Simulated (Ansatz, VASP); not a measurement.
## Two plane-wave programs on Ge

```
Ge
1.0
     0.00000    2.75805    2.75805
     2.75805    0.00000    2.75805
     2.75805    2.75805    0.00000
Ge
2
Direct
  0.50000 0.50000 0.50000
  0.75000 0.75000 0.75000
```

Change from the starting cell: strain -0.025 along x and y, -0.025 along z, atoms carried along.

Alike in both runs: task single point; functional r2SCAN; k mesh 10 × 10 × 10; occupations gaussian, width 0.05 eV; no spin polarisation.

|  | VASP | Ansatz |
| --- | --- | --- |
| version | VASP 6.6.1 | Ansatz 0.2.0 |
| potentials or method | VASP PAW PBE potentials, release 64 (Ge_d), cutoff 520 eV | scalar-relativistic, plane waves, PAW |
| valence electrons in the cell | 28 | 28 |

```tsv
	VASP	Ansatz	Ansatz less VASP
gap on the k mesh at the Fermi level (eV)	0.66	0.67	+0.012
least direct gap on the mesh (eV)	1.16	1.21	+0.049
pressure (GPa)	7.5	7.4	-0.12
```

VASP's potentials were made for PBE, not for r2SCAN.
